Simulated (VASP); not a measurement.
# LuH2 (Fm-3m) in VASP: notebook

Runs on LuH2. Level: PBEsol. Tasks: single point.

All numbers are computed with VASP 6.6.1; they aren't measurements. Logs are shortened: lines on timing, memory, paths and dates and some standing lists are left out, and cuts for length are marked.

### 1 The cell of the first run

The structure is cubic, space group Fm-3m (No. 225). The conventional cell has a = 4.958 Å, b = 4.958 Å, c = 4.958 Å, α = 90.00°, β = 90.00°, γ = 90.00°. Lu (site symmetry m-3m) has 8 H at 2.15 Å within 2.8 Å. H (site symmetry -43m) has 4 Lu at 2.15 Å and 6 H at 2.48 Å within 2.8 Å.

### 2 Single point, PBEsol

The input, INCAR:

```
SYSTEM = LuH2
PREC = Accurate
ENCUT = 520
EDIFF = 1E-6
ISMEAR = -1
SIGMA = 0.05
LREAL = .FALSE.
LASPH = .TRUE.
NELM = 80
ALGO = Normal
ISIF = 2
LWAVE = .FALSE.
LCHARG = .TRUE.
GGA = PS
LELF = .TRUE.
LVHAR = .TRUE.
NBANDS = 20
```

The input, KPOINTS:

```
regular mesh
0
G
  12 12 12
  0 0 0
```

The input, POSCAR:

```
LuH2
1.0
    0.0000000000      2.4791309934      2.4791309934
    2.4791309934      0.0000000000      2.4791309934
    2.4791309934      2.4791309934      0.0000000000
Lu H
1 2
Direct
    0.0000000000      0.0000000000      0.0000000000
    0.2500000000      0.2500000000      0.2500000000
    0.7500000000      0.7500000000      0.7500000000
```

Potentials or basis: VASP PAW PBE potentials, release 64 (Lu, H).

Command:

```bash
$ cat potpaw_PBE.64/Lu/POTCAR potpaw_PBE.64/H/POTCAR > POTCAR
$ mpirun -np 1 vasp_std > vasp.out
```

OUTCAR:

```text
SYSTEM = LuH2
   PREC = Accurate
   ENCUT = 520
   EDIFF = 1E-6
   ISMEAR = -1
   LREAL = .FALSE.
   LASPH = .TRUE.
   NELM = 80
   ISIF = 2
   GGA = PS

 ion  position               nearest neighbor table
   1  0.000  0.000  0.000-   3 2.15   3 2.15   3 2.15   2 2.15   3 2.15   2 2.15   2 2.15   2 2.15

   2  0.250  0.250  0.250-   1 2.15   1 2.15   1 2.15   1 2.15
   3  0.750  0.750  0.750-   1 2.15   1 2.15   1 2.15   1 2.15

  LATTYP: Found a face centered cubic cell.
 ALAT       =     4.9582619868

  Lattice vectors:

 A1 = (   0.0000000000,   2.4791309934,   2.4791309934)
 A2 = (   2.4791309934,   0.0000000000,   2.4791309934)
 A3 = (   2.4791309934,   2.4791309934,   0.0000000000)

Analysis of symmetry for initial positions (statically):
=====================================================================
 Subroutine PRICEL returns:
 Original cell was already a primitive cell.

 Routine SETGRP: Setting up the symmetry group for a
 face centered cubic supercell.

 Subroutine GETGRP returns: Found 48 space group operations
 (whereof 48 operations were pure point group operations)
 out of a pool of 48 trial point group operations.

The static configuration has the point symmetry O_h .

Analysis of symmetry for dynamics (positions and initial velocities):
=====================================================================
 Subroutine PRICEL returns:
 Original cell was already a primitive cell.

 Routine SETGRP: Setting up the symmetry group for a
 face centered cubic supercell.

 Subroutine GETGRP returns: Found 48 space group operations
 (whereof 48 operations were pure point group operations)
 out of a pool of 48 trial point group operations.

The dynamic configuration has the point symmetry O_h .

 Subroutine INISYM returns: Found 48 space group operations
 (whereof 48 operations are pure point group operations),
 and found     1 'primitive' translations

----------------------------------------------------------------------------------------

                                     Primitive cell

  volume of cell :      30.4739

  direct lattice vectors                    reciprocal lattice vectors
     0.000000000  2.479130993  2.479130993    -0.201683574  0.201683574  0.201683574
     2.479130993  0.000000000  2.479130993     0.201683574 -0.201683574  0.201683574
     2.479130993  2.479130993  0.000000000     0.201683574  0.201683574 -0.201683574

  length of vectors
     3.506020674  3.506020674  3.506020674     0.349326198  0.349326198  0.349326198

  position of ions in fractional coordinates (direct lattice)
     0.000000000  0.000000000  0.000000000
     0.250000000  0.250000000  0.250000000
     0.750000000  0.750000000  0.750000000

  ion indices of the primitive-cell ions
   primitive index   ion index
                 1           1
                 2           2
                 3           3

----------------------------------------------------------------------------------------

 KPOINTS: regular mesh

Automatic generation of k-mesh.
 Grid dimensions read from file:
 generate k-points for:   12   12   12

 Generating k-lattice:

  Cartesian coordinates                     Fractional coordinates (reciprocal lattice)
    -0.016806965  0.016806965  0.016806965     0.083333333  0.000000000  0.000000000
     0.016806965 -0.016806965  0.016806965     0.000000000  0.083333333  0.000000000
     0.016806965  0.016806965 -0.016806965     0.000000000  0.000000000  0.083333333

  Length of vectors
     0.029110516  0.029110516  0.029110516

  Shift w.r.t. Gamma in fractional coordinates (k-lattice)
     0.000000000  0.000000000  0.000000000

 Subroutine IBZKPT returns following result:
 ===========================================

 Found     72 irreducible k-points:

 Following reciprocal coordinates:
            Coordinates               Weight
  0.000000  0.000000  0.000000      1.000000
  0.083333  0.000000  0.000000      8.000000
  0.166667  0.000000  0.000000      8.000000
  0.250000  0.000000  0.000000      8.000000
  0.333333  0.000000  0.000000      8.000000
  0.416667  0.000000  0.000000      8.000000
[... 16 lines left out ...]
  0.500000  0.166667  0.000000     24.000000
 -0.416667  0.166667  0.000000     24.000000
 [... further k-points ...]
   k-points           NKPTS =     72   k-points in BZ     NKDIM =     72   number of bands    NBANDS=     20
   number of dos      NEDOS =    301   number of ions     NIONS =      3
   total plane-waves  NPLWV =  21952
   dimension x,y,z NGX =    28 NGY =   28 NGZ =   28
   dimension x,y,z NGXF=    56 NGYF=   56 NGZF=   56
   ions per type =               1   2
   NGX,Y,Z   is equivalent  to a cutoff of  13.28, 13.28, 13.28 a.u.
   NGXF,Y,Z  is equivalent  to a cutoff of  26.55, 26.55, 26.55 a.u.
 SYSTEM =  LuH2
   PREC   = accura    normal or accurate (medium, high low for compatibility)
   ISTART =      0    job   : 0-new  1-cont  2-samecut
   ICHARG =      2    charge: 1-file 2-atom 10-const
   ISPIN  =      1    spin polarized calculation?
   LNONCOLLINEAR =      F non collinear calculations
   LSORBIT =      F    spin-orbit coupling
   LASPH  =      T    aspherical Exc in radial PAW
   ENCUT  =  520.0 eV  38.22 Ry    6.18 a.u.   6.52  6.52  6.52*2*pi/ulx,y,z
   NELM   =     80;   NELMIN=  2; NELMDL= -5     # of ELM steps
   EDIFF  = 0.1E-05   stopping-criterion for ELM
   LREAL  =      F    real-space projection
   EDIFFG = 0.1E-04   stopping-criterion for IOM
   NSW    =      0    number of steps for IOM
   IBRION =     -1    ionic relax: 0-MD 1-quasi-New 2-CG
   NFREE  =      0    steps in history (QN), initial steepest desc. (CG)
   ISIF   =      2    stress and relaxation
   ISYM   =      2    0-nonsym 1-usesym 2-fastsym
   POTIM  = 0.5000    time-step for ionic-motion
   TEBEG  =    0.0;   TEEND  =   0.0 temperature during run
   PSTRESS=    0.0 pullay stress
   NELECT =      27.0000    total number of electrons
   NUPDOWN=      -1.0000    fix difference up-down
   EMIN   =  10.00;   EMAX   =-10.00  energy-range for DOS
   EFERMI =   0.00;   METHOD = LEGACY
   ISMEAR =    -1;   SIGMA  =   0.05  broadening in eV -4-tet -1-fermi 0-gaus
   EFERMI_NEDOS =   21; number of points for ismear=-14 and -15
   IALGO  =     38    algorithm
   IMIX   =      4    mixing-type and parameters
     AMIX     =   0.40;   BMIX     =  1.00
     AMIX_MAG =   1.60;   BMIX_MAG =  1.00
  volume/ion in A,a.u.               =      10.16        68.55
  Fermi-wavevector in a.u.,A,eV,Ry     =   1.572365  2.971338 33.638101  2.472331
  Thomas-Fermi vector in A             =   2.673810
   LORBIT       =      0    0 simple, 1 ext, 2 COOP (PROOUT), +10 PAW based schemes
   GGA     = PS    functional components
   LHFCALC =     F    Hartree Fock is set to
   AEXX    =    0.0000 exact exchange contribution
   IVDW    =     0    specifies the selected vdW correction
   LEPSILON=     F    determine dielectric tensor
   LRPA    =     F    only Hartree local field effects (RPA)
 non-spin polarized calculation
  energy-cutoff  :      520.00
  volume of cell :       30.47
 maximum number of plane-waves:       869
 NGX is ok and might be reduce to    28
   NGX = 13   NGY = 13   NGZ = 13

 number of electron      26.9999997 magnetization

 Free energy of the ion-electron system (eV)
  ---------------------------------------------------
  ext. energy  EPLUGINS =         0.00000000
  ---------------------------------------------------
  free energy    TOTEN  =       -13.70496001 eV

  energy without entropy =      -13.70135727  energy(sigma->0) =      -13.70315864

 E-fermi :   2.6197     XC(G=0): -11.4124

 val. band max:        2.5739405167   @ k =   0.5000   0.2500   0.0833
 cond. band min:       2.8512961885   @ k =  -0.2500   0.2500   0.0833
 fundamental gap:      0.2773556717
 Fermi energy:         2.6196676984

 k-point     1 :       0.0000    0.0000    0.0000
  band No.  band energies     occupation
      1     -53.3129      2.00000
      2     -23.8102      2.00000
      3     -23.8102      2.00000
      4     -23.8102      2.00000
      5      -6.7677      2.00000
      6      -2.4452      2.00000
[... 12 lines left out ...]
     19      13.0590      0.00000
     20      15.3387      0.00000

 k-point     2 :       0.0833    0.0000    0.0000
  band No.  band energies     occupation
      1     -53.3110      2.00000
      2     -23.8471      2.00000
      3     -23.8146      2.00000
      4     -23.8146      2.00000
      5      -6.5962      2.00000
      6      -2.4481      2.00000
[... 12 lines left out ...]
     19      12.2876      0.00000
     20      15.7465      0.00000

 k-point     3 :       0.1667    0.0000    0.0000
  band No.  band energies     occupation
      1     -53.3061      2.00000
      2     -23.9462      2.00000
      3     -23.8267      2.00000
      4     -23.8267      2.00000
      5      -6.1146      2.00000
      6      -2.4560      2.00000
[... 12 lines left out ...]
     19      11.2978      0.00000
     20      15.9968      0.00000

 k-point     4 :       0.2500    0.0000    0.0000
  band No.  band energies     occupation
      1     -53.2993      2.00000
      2     -24.0780      2.00000
      3     -23.8431      2.00000
      4     -23.8431      2.00000
      5      -5.4237      2.00000
      6      -2.4649      2.00000
[... 12 lines left out ...]
     19      11.1147      0.00000
     20      13.8754      0.00000

 k-point     5 :       0.3333    0.0000    0.0000
  band No.  band energies     occupation
      1     -53.2925      2.00000
      2     -24.2057      2.00000
      3     -23.8594      2.00000
      4     -23.8594      2.00000
      5      -4.7094      2.00000
      6      -2.4621      2.00000
[... 12 lines left out ...]
     19      11.6553      0.00000
     20      12.3385      0.00000
[... 353 lines left out ...]
      6      -2.4877      2.00000
[... 12 lines left out ...]
     19      11.8983      0.00000
     20      12.4436      0.00000

 k-point    22 :       0.4167    0.1667    0.0000
  band No.  band energies     occupation
      1     -53.2870      2.00000
      2     -24.2256      2.00000
      3     -23.9282      2.00000
      4     -23.9023      2.00000
      5      -3.9604      2.00000
      6      -2.4774      2.00000
[... 12 lines left out ...]
     19      10.3920      0.00000
     20      12.8422      0.00000

 k-point    23 :       0.5000    0.1667    0.0000
  band No.  band energies     occupation
      1     -53.2835      2.00000
      2     -24.2776      2.00000
      3     -23.9563      2.00000
      4     -23.9028      2.00000
      5      -3.5960      2.00000
      6      -2.4406      2.00000
[... 12 lines left out ...]
     19      10.1125      0.00000
     20      13.2855      0.00000

 k-point    24 :      -0.4167    0.1667    0.0000
  band No.  band energies     occupation
      1     -53.2831      2.00000
      2     -24.2810      2.00000
      3     -23.9733      2.00000
      4     -23.8932      2.00000
      5      -3.5607      2.00000
      6      -2.4310      2.00000
[... 12 lines left out ...]
     19      10.2376      0.00000
     20      12.8897      0.00000

 [... further k-points ...]
[... 5 lines left out ...]
  --------------------------------------------------------------------------------------
  -------------------------------------------------------------------------------------
  Total        0.0640926      0.0640926      0.0640926      0.0000000      0.0000000     -0.0000000
  in kB        3.3696920      3.3696920      3.3696920      0.0000000      0.0000000     -0.0000000
  external PRESSURE =       3.3696920 kB  Pullay stress =       0.0000000 kB

 VOLUME and BASIS-vectors are now :
 -----------------------------------------------------------------------------
  energy-cutoff  :      520.00
  volume of cell :       30.47
      direct lattice vectors                 reciprocal lattice vectors
     0.000000000  2.479130993  2.479130993    -0.201683574  0.201683574  0.201683574
     2.479130993  0.000000000  2.479130993     0.201683574 -0.201683574  0.201683574
     2.479130993  2.479130993  0.000000000     0.201683574  0.201683574 -0.201683574

 POSITION                                       TOTAL-FORCE (eV/Angst)
 -----------------------------------------------------------------------------------
      0.00000      0.00000      0.00000        -0.000000     -0.000000      0.000000
      1.23957      1.23957      1.23957         0.000000     -0.000000     -0.000000
      3.71870      3.71870      3.71870         0.000000      0.000000      0.000000
 -----------------------------------------------------------------------------------
    total drift:                               -0.000000     -0.000000     -0.000000

  FREE ENERGIE OF THE ION-ELECTRON SYSTEM (eV)
  ---------------------------------------------------
  free  energy   TOTEN  =       -13.7049600112 eV

  energy  without entropy=      -13.7013572662  energy(sigma->0) =      -13.70315864
```

Run time: 76 s. Hardware: 1 thread of Intel Xeon 8259CL, shared host; peak memory 0.2 GiB.

Results:

```
Free energy            : -13.7050 eV
Pressure               : 0.3 GPa
Band gap on the k mesh : zero (an odd number of electrons rules out a gap without spin polarisation)
```

Levels at points of the mesh, in eV from the Fermi level:
```
           k point  band 11  band 12  band 13  band 14  band 15  band 16
(0.00, 0.00, 0.00)    -4.64    -4.64    -0.25     1.48     1.48     1.48
(0.50, 0.00, 0.00)    -4.66    -4.63    -3.70     1.55     1.55     5.13
(0.50, 0.50, 0.00)    -4.67    -4.67    -3.74    -2.36     6.29     6.38
```

Caveat: the PAW data sets were made with another functional, which shifts forces and pressure a little; spin-orbit coupling is left out, which moves the levels of the heavy elements.

### 3 Single point, PBEsol

The input, INCAR:

```
PREC     = Accurate       # precision mode
ENCUT    = 520            # plane-wave cutoff, eV
EDIFF    = 1E-6           # SCF threshold, eV
ISMEAR   = -1             # smearing method
SIGMA    = 0.05           # smearing width, eV
LREAL    = False          # projectors in reciprocal space
LASPH    = True           # aspherical terms in the spheres
NELM     = 80             # most SCF steps
ALGO     = Normal         # electronic algorithm
ISIF     = 2              # what is computed and relaxed
LWAVE    = False          # write WAVECAR
LCHARG   = True           # write CHGCAR
GGA      = PS             # functional
LELF     = True           # ELF
LVHAR    = True         
NBANDS   = 20             # bands
```

The input, KPOINTS:

```
regular mesh
0
Gamma
  12 12 12
```

POSCAR is that of step 2.

Potentials or basis: VASP PAW PBE potentials, release 64 (Lu, H).

Command:

```bash
$ cat potpaw_PBE.64/Lu/POTCAR potpaw_PBE.64/H/POTCAR > POTCAR
$ mpirun -np 1 vasp_std > vasp.out
```

Wall time 78 s (1 thread of Intel Xeon 8259CL, shared host); peak memory 0.2 GiB.

It converged, with:

```yaml
Free_energy: -13.7050 eV
Pressure: 0.3 GPa
Band_gap_on_the_k_mesh: zero (an odd number of electrons rules out a gap without spin polarisation)
```

Levels at points of the mesh, in eV from the Fermi level:
| k point | band 10 | band 11 | band 12 | band 13 | band 14 | band 15 | band 16 | band 17 |
| --- | --- | --- | --- | --- | --- | --- | --- | --- |
| (0.00, 0.00, 0.00) | -4.64 | -4.64 | -4.64 | -0.25 | 1.48 | 1.48 | 1.48 | 4.45 |
| (0.50, 0.00, 0.00) | -4.66 | -4.66 | -4.63 | -3.70 | 1.55 | 1.55 | 5.13 | 6.07 |
| (0.50, 0.50, 0.00) | -4.68 | -4.67 | -4.67 | -3.74 | -2.36 | 6.29 | 6.38 | 6.38 |

Caveat: the PAW data sets were made with another functional, which shifts forces and pressure a little; spin-orbit coupling is left out, which moves the levels of the heavy elements.
